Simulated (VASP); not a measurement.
V: single point with PBE

V:

```
V
1.0
     0.00000    1.89500    1.89500
     1.89500    0.00000    1.89500
     1.89500    1.89500    0.00000
V
1
Direct
  0.00000 0.00000 0.00000
```

- Program: VASP 6.6.1
- Task: single point
- Functional: PBE
- Potentials or basis: VASP PAW PBE potentials, release 64 (V_sv)
- Cutoff: 520 eV
- k mesh: 6 × 6 × 6, shifted
- Occupations: methfessel-paxton, width 0.2 eV
- Spin: collinear spin, ferromagnetic start
- Starting moments: [1.5] μB

```yaml
Pressure: 3.9 GPa
Net_moment: 0.00 μB per cell
Valence_electrons_inside_the_program's_atomic_spheres: V 11.62
```

Levels at points of the mesh, in eV from the Fermi level:
Spin up:
| k point | band 4 | band 5 | band 6 | band 7 | band 8 | band 9 |
| --- | --- | --- | --- | --- | --- | --- |
| (0.08, 0.08, 0.08) | -37.40 | -6.63 | 0.02 | 0.24 | 0.24 | 1.89 |
Spin down:
```tsv
k point	band 2	band 3	band 4	band 5	band 6	band 7	band 8	band 9	band 10	band 11
(0.08, 0.08, 0.08)	-37.45	-37.40	-37.40	-6.63	0.02	0.25	0.25	1.89	1.89	17.90
```

It took 59 s on 1 thread of Intel(R) Xeon(R) 6975P-C (Granite Rapids), on a shared host, peak memory 0.24 GiB.

Caveat: the k points lie up to 0.48 Å⁻¹ apart.
